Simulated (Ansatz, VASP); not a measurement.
## One calculation of Al6O, two programs

```
Al O
1.0
     2.88639    0.00000    0.00000
    -1.44320    2.49969    0.00000
     0.00000    0.00000   14.48804
Al O
6 1
Direct
  0.33333 0.66667 0.06946
  0.00000 0.00000 0.86179
  0.66667 0.33333 0.69921
  0.00000 0.00000 0.38155
  0.33333 0.66667 0.54079
  0.66667 0.33333 0.22409
  0.00000 0.00000 0.00410
```

Alike in both runs: task single point; functional PBE; k mesh 12 × 12 × 2; occupations gaussian, width 0.2 eV; no spin polarisation.

```csv
,VASP,Ansatz
version,VASP 6.6.1,Ansatz 0.2.0
potentials or method,"VASP PAW PBE potentials, release 64 (Al, O), cutoff 520 eV","scalar-relativistic, plane waves, PAW"
valence electrons in the cell,24,24
```

```csv
,VASP,Ansatz,Ansatz less VASP
gap on the k mesh at the Fermi level (eV),none,none,-
pressure (GPa),-0.1,0.0,+0.05
"traceless stress, the component that is largest in VASP (GPa)",0.23,0.26,+0.034
rms of the force components (eV/Å),0.006,0.005,-0.0010
```

Atom by atom the forces differ by 0.003 eV/Å (rms over components). A gap of «none» marks a metal or a gap that the smearing closes. The functional is the same, so the differences come from potentials, cutoffs and numerics.
